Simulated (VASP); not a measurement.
# LiF (I4/mmm) in VASP: further runs

The runs below take LiF through single point, with PBE.

All numbers are computed with VASP 6.6.1; they aren't measurements. Logs are shortened: lines on timing, memory, paths and dates and some standing lists are left out, and cuts for length are marked.

### Step 1. The cell of the first run

The structure is tetragonal, space group I4/mmm (No. 139). Conventional cell: a = 2.620 Å, b = 2.620 Å, c = 4.350 Å, α = 90.00°, β = 90.00°, γ = 90.00°. Li (site symmetry 4/mmm) has 6 F at 1.85 to 2.18 Å within 2.5 Å. F (site symmetry 4/mmm) has 6 Li at 1.85 to 2.18 Å within 2.5 Å.

### Step 2. Single point, PBE (strain -0.080 along x and y, +0.080 along z)

INCAR reads:

```
SYSTEM = LiF
PREC     = Accurate       ! precision mode
ENCUT    = 520            ! plane-wave cutoff, eV
EDIFF    = 1E-7           ! SCF threshold, eV
ISMEAR   = 0              ! smearing method
SIGMA    = 0.05           ! smearing width, eV
LREAL    = .False.        ! projectors in reciprocal space
LASPH    = .True.         ! aspherical terms in the spheres
NELM     = 100            ! most SCF steps
ALGO     = Normal         ! electronic algorithm
ISIF     = 2              ! what is computed and relaxed
LWAVE    = .False.        ! write WAVECAR
LCHARG   = .True.         ! write CHGCAR
GGA      = PE             ! functional
LELF     = .True.         ! ELF
LVHAR    = .True.       
NBANDS   = 12             ! bands
```

KPOINTS reads:

```
regular mesh
0
Gamma
  10 10 10
  0 0 0
```

POSCAR reads:

```
LiF
1.0
    0.0000000000      1.8528800000      2.1751200000
    1.8528800000      0.0000000000      2.1751200000
    1.8528800000      1.8528800000      0.0000000000
Li F
1 1
Direct
    0.0000000000      0.0000000000      0.0000000000
    0.5000000000      0.5000000000      0.5000000000
```

Potentials or basis: VASP PAW PBE potentials, release 64 (Li_sv, F).

Started as:

```bash
$ cat potpaw_PBE.64/Li_sv/POTCAR potpaw_PBE.64/F/POTCAR > POTCAR
$ mpirun -np 1 vasp_std > vasp.out
```

OUTCAR:

```text
SYSTEM = LiF
   PREC = Accurate
   ENCUT = 520
   EDIFF = 1E-7
   ISMEAR = 0
   LREAL = .False.
   LASPH = .True.
   NELM = 100
   ISIF = 2
   GGA = PE

 ion  position               nearest neighbor table
   1  0.000  0.000  0.000-   2 1.85   2 1.85   2 1.85   2 1.85   2 2.18   2 2.18
   2  0.500  0.500  0.500-   1 1.85   1 1.85   1 1.85   1 1.85   1 2.18   1 2.18

  LATTYP: Found a body centered tetragonal cell.
 ALAT       =     2.6203680254
 C/A-ratio  =     1.6601637471

  Lattice vectors:

 A1 = (  -1.8528800000,   0.0000000000,   2.1751200000)
 A2 = (   1.8528800000,   0.0000000000,   2.1751200000)
 A3 = (   0.0000000000,   1.8528800000,  -2.1751200000)

Analysis of symmetry for initial positions (statically):
=====================================================================
 Subroutine PRICEL returns:
 Original cell was already a primitive cell.

 Routine SETGRP: Setting up the symmetry group for a
 body centered tetragonal supercell.

 Subroutine GETGRP returns: Found 16 space group operations
 (whereof 16 operations were pure point group operations)
 out of a pool of 16 trial point group operations.

The static configuration has the point symmetry D_4h.

Analysis of symmetry for dynamics (positions and initial velocities):
=====================================================================
 Subroutine PRICEL returns:
 Original cell was already a primitive cell.

 Routine SETGRP: Setting up the symmetry group for a
 body centered tetragonal supercell.

 Subroutine GETGRP returns: Found 16 space group operations
 (whereof 16 operations were pure point group operations)
 out of a pool of 16 trial point group operations.

The dynamic configuration has the point symmetry D_4h.

 Subroutine INISYM returns: Found 16 space group operations
 (whereof 16 operations are pure point group operations),
 and found     1 'primitive' translations

----------------------------------------------------------------------------------------

                                     Primitive cell

  volume of cell :      14.9351

  direct lattice vectors                    reciprocal lattice vectors
     0.000000000  1.852880000  2.175120000    -0.269850179  0.269850179  0.229872375
     1.852880000  0.000000000  2.175120000     0.269850179 -0.269850179  0.229872375
     1.852880000  1.852880000  0.000000000     0.269850179  0.269850179 -0.229872375

  length of vectors
     2.857325902  2.857325902  2.620368025     0.445510434  0.445510434  0.445510434

  position of ions in fractional coordinates (direct lattice)
     0.000000000  0.000000000  0.000000000
     0.500000000  0.500000000  0.500000000

  ion indices of the primitive-cell ions
   primitive index   ion index
                 1           1
                 2           2

----------------------------------------------------------------------------------------

 KPOINTS: regular mesh

Automatic generation of k-mesh.
 Grid dimensions read from file:
 generate k-points for:   10   10   10

 Generating k-lattice:

  Cartesian coordinates                     Fractional coordinates (reciprocal lattice)
    -0.026985018  0.026985018  0.022987237     0.100000000  0.000000000  0.000000000
     0.026985018 -0.026985018  0.022987237     0.000000000  0.100000000  0.000000000
     0.026985018  0.026985018 -0.022987237     0.000000000  0.000000000  0.100000000

  Length of vectors
     0.044551043  0.044551043  0.044551043

  Shift w.r.t. Gamma in fractional coordinates (k-lattice)
     0.000000000  0.000000000  0.000000000

 Subroutine IBZKPT returns following result:
 ===========================================

 Found    102 irreducible k-points:

 Following reciprocal coordinates:
            Coordinates               Weight
  0.000000  0.000000  0.000000      1.000000
  0.100000 -0.000000  0.000000      8.000000
  0.200000 -0.000000  0.000000      8.000000
  0.300000  0.000000  0.000000      8.000000
  0.400000  0.000000  0.000000      8.000000
  0.500000  0.000000  0.000000      4.000000
[... 16 lines left out ...]
  0.300000  0.300000  0.000000      2.000000
  0.400000  0.300000  0.000000      8.000000
 [... further k-points ...]
   k-points           NKPTS =    102   k-points in BZ     NKDIM =    102   number of bands    NBANDS=     12
   number of dos      NEDOS =    301   number of ions     NIONS =      2
   total plane-waves  NPLWV =  11520
   dimension x,y,z NGX =    24 NGY =   24 NGZ =   20
   dimension x,y,z NGXF=    48 NGYF=   48 NGZF=   40
   ions per type =               1   1
   NGX,Y,Z   is equivalent  to a cutoff of  13.96, 13.96, 12.69 a.u.
   NGXF,Y,Z  is equivalent  to a cutoff of  27.93, 27.93, 25.38 a.u.
 SYSTEM =  LiF
   PREC   = accura    normal or accurate (medium, high low for compatibility)
   ISTART =      0    job   : 0-new  1-cont  2-samecut
   ICHARG =      2    charge: 1-file 2-atom 10-const
   ISPIN  =      1    spin polarized calculation?
   LNONCOLLINEAR =      F non collinear calculations
   LSORBIT =      F    spin-orbit coupling
   LASPH  =      T    aspherical Exc in radial PAW
   ENCUT  =  520.0 eV  38.22 Ry    6.18 a.u.   5.31  5.31  4.87*2*pi/ulx,y,z
   NELM   =    100;   NELMIN=  2; NELMDL= -5     # of ELM steps
   EDIFF  = 0.1E-06   stopping-criterion for ELM
   LREAL  =      F    real-space projection
   EDIFFG = 0.1E-05   stopping-criterion for IOM
   NSW    =      0    number of steps for IOM
   IBRION =     -1    ionic relax: 0-MD 1-quasi-New 2-CG
   NFREE  =      0    steps in history (QN), initial steepest desc. (CG)
   ISIF   =      2    stress and relaxation
   ISYM   =      2    0-nonsym 1-usesym 2-fastsym
   POTIM  = 0.5000    time-step for ionic-motion
   TEBEG  =    0.0;   TEEND  =   0.0 temperature during run
   PSTRESS=    0.0 pullay stress
   NELECT =      10.0000    total number of electrons
   NUPDOWN=      -1.0000    fix difference up-down
   EMIN   =  10.00;   EMAX   =-10.00  energy-range for DOS
   EFERMI =   0.00;   METHOD = LEGACY
   ISMEAR =     0;   SIGMA  =   0.05  broadening in eV -4-tet -1-fermi 0-gaus
   EFERMI_NEDOS =   21; number of points for ismear=-14 and -15
   IALGO  =     38    algorithm
   IMIX   =      4    mixing-type and parameters
     AMIX     =   0.40;   BMIX     =  1.00
     AMIX_MAG =   1.60;   BMIX_MAG =  1.00
  volume/ion in A,a.u.               =       7.47        50.39
  Fermi-wavevector in a.u.,A,eV,Ry     =   1.432206  2.706477 27.908471  2.051215
  Thomas-Fermi vector in A             =   2.551859
   LORBIT       =      0    0 simple, 1 ext, 2 COOP (PROOUT), +10 PAW based schemes
   GGA     = PE    functional components
   LHFCALC =     F    Hartree Fock is set to
   AEXX    =    0.0000 exact exchange contribution
   IVDW    =     0    specifies the selected vdW correction
   LEPSILON=     F    determine dielectric tensor
   LRPA    =     F    only Hartree local field effects (RPA)
 non-spin polarized calculation
 Gauss-broadening in eV      SIGMA  =   0.05
  energy-cutoff  :      520.00
  volume of cell :       14.94
 maximum number of plane-waves:       412
 NGX is ok and might be reduce to    24
   NGX = 11   NGY = 11   NGZ =  9

 number of electron      10.0000001 magnetization

 Free energy of the ion-electron system (eV)
  ---------------------------------------------------
  ext. energy  EPLUGINS =         0.00000000
  ---------------------------------------------------
  free energy    TOTEN  =        -9.48945861 eV

  energy without entropy =       -9.48945861  energy(sigma->0) =       -9.48945861

 E-fermi :  -0.0943     XC(G=0): -10.3842

 val. band max:       -0.4051977695   @ k =   0.0000   0.0000   0.0000
 cond. band min:       9.2822590322   @ k =   0.0000   0.0000   0.0000
 fundamental gap:      9.6874568017
 Fermi energy:        -0.0942984784

 k-point     1 :       0.0000    0.0000    0.0000
  band No.  band energies     occupation
      1     -41.1337      2.00000
      2     -20.7038      2.00000
      3      -0.5821      2.00000
      4      -0.5821      2.00000
      5      -0.4052      2.00000
      6       9.2823      0.00000
      7      22.4463      0.00000
      8      24.0943      0.00000
      9      25.6146      0.00000
     10      25.6146      0.00000
     11      26.2991      0.00000
     12      26.2992      0.00000

 k-point     2 :       0.1000   -0.0000    0.0000
  band No.  band energies     occupation
      1     -41.1247      2.00000
      2     -20.6630      2.00000
      3      -0.8556      2.00000
      4      -0.5777      2.00000
      5      -0.4911      2.00000
      6       9.5841      0.00000
      7      21.1343      0.00000
      8      22.6589      0.00000
      9      24.8460      0.00000
     10      25.5436      0.00000
     11      26.7915      0.00000
     12      26.8850      0.00000

 k-point     3 :       0.2000   -0.0000    0.0000
  band No.  band energies     occupation
      1     -41.1010      2.00000
      2     -20.5534      2.00000
      3      -1.5821      2.00000
      4      -0.6347      2.00000
      5      -0.5650      2.00000
      6      10.2400      0.00000
      7      18.9242      0.00000
      8      20.8445      0.00000
      9      23.4147      0.00000
     10      26.5703      0.00000
     11      27.9642      0.00000
     12      28.0290      0.00000
[... 286 lines left out ...]
 k-point    23 :       0.3000    0.3000    0.0000
  band No.  band energies     occupation
      1     -41.0841      2.00000
      2     -20.3015      2.00000
      3      -2.8058      2.00000
      4      -1.0355      2.00000
      5      -1.0355      2.00000
      6      11.8297      0.00000
      7      19.2059      0.00000
      8      19.2913      0.00000
      9      22.9397      0.00000
     10      22.9397      0.00000
     11      34.7289      0.00000
     12      35.1407      0.00000

 k-point    24 :       0.4000    0.3000    0.0000
  band No.  band energies     occupation
      1     -41.0695      2.00000
      2     -20.1987      2.00000
      3      -3.2190      2.00000
      4      -1.2775      2.00000
      5      -1.0828      2.00000
      6      12.4168      0.00000
      7      18.1792      0.00000
      8      18.9719      0.00000
      9      22.6168      0.00000
     10      23.6699      0.00000
     11      34.4574      0.00000
     12      36.6003      0.00000

 [... further k-points ...]
[... 5 lines left out ...]
  --------------------------------------------------------------------------------------
  -------------------------------------------------------------------------------------
  Total        1.9051795      1.9051795      0.1697997      0.0000000      0.0000000      0.0000000
  in kB      204.3801340    204.3801340     18.2154418      0.0000000      0.0000000      0.0000000
  external PRESSURE =     142.3252366 kB  Pullay stress =       0.0000000 kB

 VOLUME and BASIS-vectors are now :
 -----------------------------------------------------------------------------
  energy-cutoff  :      520.00
  volume of cell :       14.94
      direct lattice vectors                 reciprocal lattice vectors
     0.000000000  1.852880000  2.175120000    -0.269850179  0.269850179  0.229872375
     1.852880000  0.000000000  2.175120000     0.269850179 -0.269850179  0.229872375
     1.852880000  1.852880000  0.000000000     0.269850179  0.269850179 -0.229872375

 POSITION                                       TOTAL-FORCE (eV/Angst)
 -----------------------------------------------------------------------------------
      0.00000      0.00000      0.00000         0.000000     -0.000000     -0.000000
      1.85288      1.85288      2.17512        -0.000000      0.000000      0.000000
 -----------------------------------------------------------------------------------
    total drift:                               -0.000000     -0.000000      0.000000

  FREE ENERGIE OF THE ION-ELECTRON SYSTEM (eV)
  ---------------------------------------------------
  free  energy   TOTEN  =        -9.4894586084 eV

  energy  without entropy=       -9.4894586084  energy(sigma->0) =       -9.48945861
```

Run time: 20 s. Hardware: 1 thread of AMD EPYC 7R13 (Zen 3), shared host; peak memory 0.1 GiB.

What came out:

```yaml
Free_energy: -9.4895 eV
Band_gap_on_the_k_mesh: 9.69 eV, direct
```

Caveat: the cell differs from its parent crystal (strain -0.080 along x and y, +0.080 along z); the cutoff is under 1.25 times the usual one of these potentials, so pressure, stress and relaxed cells hold a basis-set (Pulay) error. A k mesh can miss the band edges.

### Step 3. Single point, PBE (strain -0.080 along x and y, +0.040 along z)

INCAR reads:

```
ALGO = Normal
EDIFF = 1E-6
ENCUT = 520
GGA = PE
ISIF = 2
ISMEAR = 0
LASPH = T
LCHARG = F
LREAL = F
LWAVE = F
NBANDS = 12
NELM = 60
PREC = Accurate
SIGMA = 0.05
```

KPOINTS reads:

```
k-points
0
Gamma
  10 10 10
```

POSCAR reads:

```
LiF
1.0
    0.0000000000      1.8528800000      2.0945600000
    1.8528800000      0.0000000000      2.0945600000
    1.8528800000      1.8528800000      0.0000000000
Li F
1 1
Direct
    0.0000000000      0.0000000000      0.0000000000
    0.5000000000      0.5000000000      0.5000000000
```

Potentials or basis: VASP PAW PBE potentials, release 64 (Li_sv, F).

Started as:

```bash
$ cat potpaw_PBE.64/Li_sv/POTCAR potpaw_PBE.64/F/POTCAR > POTCAR
$ mpirun -np 1 vasp_std > vasp.out
```

Wall time 16 s (1 thread of AMD EPYC 7R13 (Zen 3), shared host); peak memory 0.1 GiB.

It converged, with:

```yaml
Free_energy: -9.4754 eV
Band_gap_on_the_k_mesh: 10.11 eV, direct
```

Levels at points of the mesh, in eV from the valence-band top:
| k point | band 1 | band 2 | band 3 | band 4 | band 5 | band 6 | band 7 | band 8 | band 9 | band 10 |
| --- | --- | --- | --- | --- | --- | --- | --- | --- | --- | --- |
| (0.00, 0.00, 0.00) | -40.73 | -20.44 | -0.18 | -0.18 | 0.00 | 10.11 | 23.72 | 24.94 | 26.12 | 26.12 |
| (0.50, 0.00, 0.00) | -40.62 | -19.94 | -2.99 | -0.55 | -0.20 | 11.36 | 18.13 | 18.95 | 21.13 | 31.67 |
| (0.50, 0.50, 0.00) | -40.63 | -19.68 | -3.78 | -1.01 | -1.01 | 14.53 | 18.25 | 19.17 | 23.12 | 23.12 |
| (0.50, 0.00, 0.50) | -40.58 | -19.47 | -3.66 | -1.89 | -1.02 | 16.57 | 16.87 | 19.04 | 20.23 | 22.38 |

Caveat: the cell differs from its parent crystal (strain -0.080 along x and y, +0.040 along z); the cutoff is under 1.25 times the usual one of these potentials, so pressure, stress and relaxed cells hold a basis-set (Pulay) error. A k mesh can miss the band edges.

[end of part 1 of 2]
